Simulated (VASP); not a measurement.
# Ba (Im-3m) in VASP: relaxation of cell and atoms with r2SCAN+D3(BJ)

Aim: the relaxation of cell and atoms of Ba with r2SCAN+D3(BJ).

Everything below comes from runs of VASP 6.6.1. Logs are shortened: lines on timing, memory, paths and dates and some standing lists are left out, and cuts for length are marked.

**1. The cell of the first run**

Symmetry: Im-3m, No. 229, cubic system. Conventional cell: a = 5.010 Å, b = 5.010 Å, c = 5.010 Å, α = 90.00°, β = 90.00°, γ = 90.00°. Ba (site symmetry m-3m) has 14 Ba at 4.34 to 5.01 Å within 5.7 Å.

**2. Relaxation of cell and atoms, r2SCAN+D3(BJ)**

POSCAR reads:

```
Ba
1.0
    5.0100000000      0.0000000000      0.0000000000
    0.0000000000      5.0100000000      0.0000000000
    0.0000000000      0.0000000000      5.0100000000
Ba
2
Direct
    0.0000000000      0.0000000000      0.0000000000
    0.5000000000      0.5000000000      0.5000000000
```

INCAR.step1 reads:

```
PREC = Accurate
ENCUT = 600
ISMEAR = 1
SIGMA = 0.1
LREAL = False
LASPH = True
NELM = 80
GGA = PE
ALGO = Normal
EDIFF = 1E-4
LWAVE = True
LCHARG = False
```

INCAR.step2 reads:

```
PREC = Accurate
ENCUT = 600
EDIFF = 1E-6
ISMEAR = 1
SIGMA = 0.1
LREAL = False
LASPH = True
NELM = 80
ALGO = Normal
ISIF = 3
LWAVE = False
LCHARG = False
METAGGA = R2SCAN
LMIXTAU = True
IVDW = 12
VDW_S6 = 1.0
VDW_S8 = 0.78981345
VDW_A1 = 0.49484001
VDW_A2 = 5.73083694
IBRION = 2
NSW = 60
EDIFFG = -0.01
ISTART = 1
```

KPOINTS reads:

```
regular mesh
0
Gamma
  5 5 5
```

Potentials or basis: VASP PAW PBE potentials, release 64 (Ba_sv).

The run is started by

```
> cat potpaw_PBE.64/Ba_sv/POTCAR > POTCAR
> cp INCAR.step1 INCAR
> mpirun -np 1 vasp_std > vasp.out
> cp INCAR.step2 INCAR
> mpirun -np 1 vasp_std > vasp.out
```

OUTCAR:

```text
PREC = Accurate
   ENCUT = 600
   EDIFF = 1E-6
   ISMEAR = 1
   LREAL = False
   LASPH = True
   NELM = 80
   ISIF = 3
   METAGGA = R2SCAN
   IVDW = 12
   IBRION = 2
   NSW = 60
   EDIFFG = -0.01
   ISTART = 1
 IVDW          = 12

 ion  position               nearest neighbor table
   1  0.000  0.000  0.000-   2 4.34   2 4.34   2 4.34   2 4.34   2 4.34   2 4.34   2 4.34   2 4.34

   2  0.500  0.500  0.500-   1 4.34   1 4.34   1 4.34   1 4.34   1 4.34   1 4.34   1 4.34   1 4.34

  LATTYP: Found a simple cubic cell.
 ALAT       =     5.0100000000

  Lattice vectors:

 A1 = (   5.0100000000,   0.0000000000,   0.0000000000)
 A2 = (   0.0000000000,   5.0100000000,   0.0000000000)
 A3 = (   0.0000000000,   0.0000000000,   5.0100000000)

Analysis of symmetry for initial positions (statically):
=====================================================================
 Subroutine PRICEL returns following result:

  LATTYP: Found a body centered cubic cell.
 ALAT       =     5.0100000000

  Lattice vectors:

 A1 = (   2.5050000000,   2.5050000000,  -2.5050000000)
 A2 = (  -2.5050000000,   2.5050000000,   2.5050000000)
 A3 = (   2.5050000000,  -2.5050000000,   2.5050000000)

   2 primitive cells build up your supercell.

 Routine SETGRP: Setting up the symmetry group for a
 simple cubic supercell.

 Subroutine GETGRP returns: Found 48 space group operations
 (whereof 48 operations were pure point group operations)
 out of a pool of 48 trial point group operations.

The static configuration has the point symmetry O_h .

Analysis of symmetry for dynamics (positions and initial velocities):
=====================================================================
 Subroutine PRICEL returns following result:

  LATTYP: Found a body centered cubic cell.
 ALAT       =     5.0100000000

  Lattice vectors:

 A1 = (   2.5050000000,   2.5050000000,  -2.5050000000)
 A2 = (  -2.5050000000,   2.5050000000,   2.5050000000)
 A3 = (   2.5050000000,  -2.5050000000,   2.5050000000)

   2 primitive cells build up your supercell.

 Routine SETGRP: Setting up the symmetry group for a
 simple cubic supercell.

 Subroutine GETGRP returns: Found 48 space group operations
 (whereof 48 operations were pure point group operations)
 out of a pool of 48 trial point group operations.

The dynamic configuration has the point symmetry O_h .

 Subroutine INISYM returns: Found 48 space group operations
 (whereof 48 operations are pure point group operations),
 and found     2 'primitive' translations

----------------------------------------------------------------------------------------

                                     Primitive cell

  volume of cell :      62.8758

  direct lattice vectors                    reciprocal lattice vectors
     2.505000000  2.505000000 -2.505000000     0.199600798  0.199600798  0.000000000
    -2.505000000  2.505000000  2.505000000    -0.000000000  0.199600798  0.199600798
     2.505000000 -2.505000000  2.505000000     0.199600798  0.000000000  0.199600798

  length of vectors
     4.338787273  4.338787273  4.338787273     0.282278156  0.282278156  0.282278156

  position of ions in fractional coordinates (direct lattice)
     0.000000000  0.000000000  0.000000000

  ion indices of the primitive-cell ions
   primitive index   ion index
                 1           1

----------------------------------------------------------------------------------------

 KPOINTS: regular mesh

Automatic generation of k-mesh.
 Grid dimensions read from file:
 generate k-points for:    5    5    5

 Generating k-lattice:

  Cartesian coordinates                     Fractional coordinates (reciprocal lattice)
     0.039920160  0.000000000  0.000000000     0.200000000  0.000000000  0.000000000
     0.000000000  0.039920160  0.000000000     0.000000000  0.200000000  0.000000000
     0.000000000  0.000000000  0.039920160     0.000000000  0.000000000  0.200000000

  Length of vectors
     0.039920160  0.039920160  0.039920160

  Shift w.r.t. Gamma in fractional coordinates (k-lattice)
     0.000000000  0.000000000  0.000000000

 Subroutine IBZKPT returns following result:
 ===========================================

 Found     10 irreducible k-points:

 Following reciprocal coordinates:
            Coordinates               Weight
  0.000000  0.000000  0.000000      1.000000
  0.200000  0.000000  0.000000      6.000000
  0.400000  0.000000  0.000000      6.000000
  0.200000  0.200000  0.000000     12.000000
  0.400000  0.200000  0.000000     24.000000
  0.400000  0.400000  0.000000     12.000000
  0.200000  0.200000  0.200000      8.000000
  0.400000  0.200000  0.200000     24.000000
  0.400000  0.400000  0.200000     24.000000
  0.400000  0.400000  0.400000      8.000000
   k-points           NKPTS =     10   k-points in BZ     NKDIM =     10   number of bands    NBANDS=     14
   number of dos      NEDOS =    301   number of ions     NIONS =      2
   total plane-waves  NPLWV =  64000
   dimension x,y,z NGX =    40 NGY =   40 NGZ =   40
   dimension x,y,z NGXF=    80 NGYF=   80 NGZF=   80
   ions per type =               2
   NGX,Y,Z   is equivalent  to a cutoff of  13.27, 13.27, 13.27 a.u.
   NGXF,Y,Z  is equivalent  to a cutoff of  26.55, 26.55, 26.55 a.u.
 SYSTEM =  unknown system
   PREC   = accura    normal or accurate (medium, high low for compatibility)
   ISTART =      1    job   : 0-new  1-cont  2-samecut
   ICHARG =      0    charge: 1-file 2-atom 10-const
   ISPIN  =      1    spin polarized calculation?
   LNONCOLLINEAR =      F non collinear calculations
   LSORBIT =      F    spin-orbit coupling
   LASPH  =      T    aspherical Exc in radial PAW
   ENCUT  =  600.0 eV  44.10 Ry    6.64 a.u.  10.01 10.01 10.01*2*pi/ulx,y,z
   NELM   =     80;   NELMIN=  2; NELMDL=  0     # of ELM steps
   EDIFF  = 0.1E-05   stopping-criterion for ELM
   LREAL  =      F    real-space projection
   EDIFFG = -.1E-01   stopping-criterion for IOM
   NSW    =     60    number of steps for IOM
   IBRION =      2    ionic relax: 0-MD 1-quasi-New 2-CG
   NFREE  =      1    steps in history (QN), initial steepest desc. (CG)
   ISIF   =      3    stress and relaxation
   ISYM   =      2    0-nonsym 1-usesym 2-fastsym
   POTIM  = 0.5000    time-step for ionic-motion
   TEBEG  =    0.0;   TEEND  =   0.0 temperature during run
   PSTRESS=    0.0 pullay stress
   NELECT =      20.0000    total number of electrons
   NUPDOWN=      -1.0000    fix difference up-down
   EMIN   =  10.00;   EMAX   =-10.00  energy-range for DOS
   EFERMI =   0.00;   METHOD = LEGACY
   ISMEAR =     1;   SIGMA  =   0.10  broadening in eV -4-tet -1-fermi 0-gaus
   EFERMI_NEDOS =   21; number of points for ismear=-14 and -15
   IALGO  =     38    algorithm
   IMIX   =      4    mixing-type and parameters
     AMIX     =   0.40;   BMIX     =  1.00
     AMIX_MAG =   1.60;   BMIX_MAG =  1.00
  volume/ion in A,a.u.               =      62.88       424.31
  Fermi-wavevector in a.u.,A,eV,Ry     =   0.886980  1.676149 10.704157  0.786733
  Thomas-Fermi vector in A             =   2.008218
   LORBIT       =      0    0 simple, 1 ext, 2 COOP (PROOUT), +10 PAW based schemes
   METAGGA = R2SCAN    functional components
   LHFCALC =     F    Hartree Fock is set to
   AEXX    =    0.0000 exact exchange contribution
   IVDW    =    12    specifies the selected vdW correction
   LEPSILON=     F    determine dielectric tensor
   LRPA    =     F    only Hartree local field effects (RPA)
 conjugate gradient relaxation of ions
 non-spin polarized calculation
 Methfessel and Paxton  Order N= 1 SIGMA  =   0.10
  energy-cutoff  :      600.00
  volume of cell :      125.75
 maximum number of plane-waves:      4212
   NGX = 21   NGY = 21   NGZ = 21

--------------------------------------- Ionic step        1  -------------------------------------------

 number of electron      20.0000000 magnetization

 Free energy of the ion-electron system (eV)
  ---------------------------------------------------
  ext. energy  EPLUGINS =         0.00000000
  ---------------------------------------------------
  free energy    TOTEN  =       -52.87091154 eV

  energy without entropy =      -52.87036609  energy(sigma->0) =      -52.87072972

------------------------ aborting loop because EDIFF is reached ----------------------------------------

 Edisp (eV)   -0.19042

 E8    (eV) :    -0.0925

  FORCE on cell =-STRESS in cart. coord.  units (eV):
  Direction    XX          YY          ZZ          XY          YZ          ZX
  --------------------------------------------------------------------------------------
  -------------------------------------------------------------------------------------
  Total       0.15635     0.15635     0.15635    -0.00000     0.00000    -0.00000
  in kB       1.99197     1.99197     1.99197    -0.00000     0.00000    -0.00000
  external pressure =        1.99 kB  Pullay stress =        0.00 kB
[... 61 lines left out ...]
  energy  without entropy=      -53.0614527485  energy(sigma->0) =      -53.06195334

--------------------------------------- Ionic step        3  -------------------------------------------

 number of electron      19.9999997 magnetization

 Free energy of the ion-electron system (eV)
  ---------------------------------------------------
  ext. energy  EPLUGINS =         0.00000000
  ---------------------------------------------------
  free energy    TOTEN  =       -52.87450542 eV

  energy without entropy =      -52.87371941  energy(sigma->0) =      -52.87424342

 E-fermi :   1.6659     XC(G=0):  -7.7915

 val. band max:        1.5600088743   @ k =   0.2000   0.2000   0.0000
 cond. band min:       1.6928516863   @ k =   0.2000   0.2000   0.2000
 fundamental gap:      0.1328428120
 Fermi energy:         1.6658574394

 k-point     1 :       0.0000    0.0000    0.0000
  band No.  band energies     occupation
      1     -28.2485      2.00000
      2     -28.1719      2.00000
      3     -13.0953      2.00000
      4     -13.0953      2.00000
      5     -13.0953      2.00000
      6     -12.7857      2.00000
      7     -12.7857      2.00000
      8     -12.7857      2.00000
      9      -1.1909      2.00000
     10       1.0814      2.00000
     11       1.0814      2.00000
     12       3.8119      0.00000
     13       3.8119      0.00000
     14       3.8119      0.00000
[... 184 lines left out ...]
  FREE ENERGIE OF THE ION-ELECTRON SYSTEM (eV)
  ---------------------------------------------------
  free  energy   TOTEN  =       -53.0622535804 eV

  energy  without entropy=      -53.0614675646  energy(sigma->0) =      -53.06199158

 reached required accuracy - stopping structural energy minimisation
```

Wall time 4.4 min (1 thread of Intel Xeon 8259CL, shared host); peak memory 0.28 GiB.

What came out:

| Item | Value |
| --- | --- |
| Free energy | -53.0623 eV |
| Relaxed volume | 63.73 Å³/atom |
| Relaxed cell | a = 5.033 Å, b = 5.033 Å, c = 5.033 Å, α = 90.00°, β = 90.00°, γ = 90.00° |
| Space group after relaxing (to 0.1 Å) | Im-3m (No. 229) |
| Energy gained by relaxing | 0.5 meV/atom |
| Ionic steps | 3 |
| Pressure after relaxing | 0.0 GPa |
| Band gap on the k mesh | zero (bands 10 and 11 overlap by 0.88 eV) |
| Dispersion energy per atom | -0.094 eV |

The path:
| step | energy change (eV) | largest force (eV/Å) | pressure (GPa) | volume (Å³) |
| --- | --- | --- | --- | --- |
| 1 | 0.0000 | 0.0000 | 0.20 | 125.75 |
| 2 | -0.0009 | 0.0000 | 0.03 | 127.18 |
| 3 | -0.0009 | 0.0000 | 0.02 | 127.46 |

Final structure:
```
Ba
1.0
     5.03262    0.00000    0.00000
     0.00000    5.03262    0.00000
     0.00000    0.00000    5.03262
Ba
2
Direct
  0.00000 0.00000 0.00000
  0.50000 0.50000 0.50000
```

Levels at points of the mesh, in eV from the Fermi level:
| k point | band 8 | band 9 | band 10 | band 11 | band 12 | band 13 |
| --- | --- | --- | --- | --- | --- | --- |
| (0.00, 0.00, 0.00) | -14.45 | -2.86 | -0.58 | -0.58 | 2.15 | 2.15 |

Caveat: the PAW data sets were made with another functional, which shifts forces and pressure a little; spin-orbit coupling is left out, which moves the levels of the heavy elements.
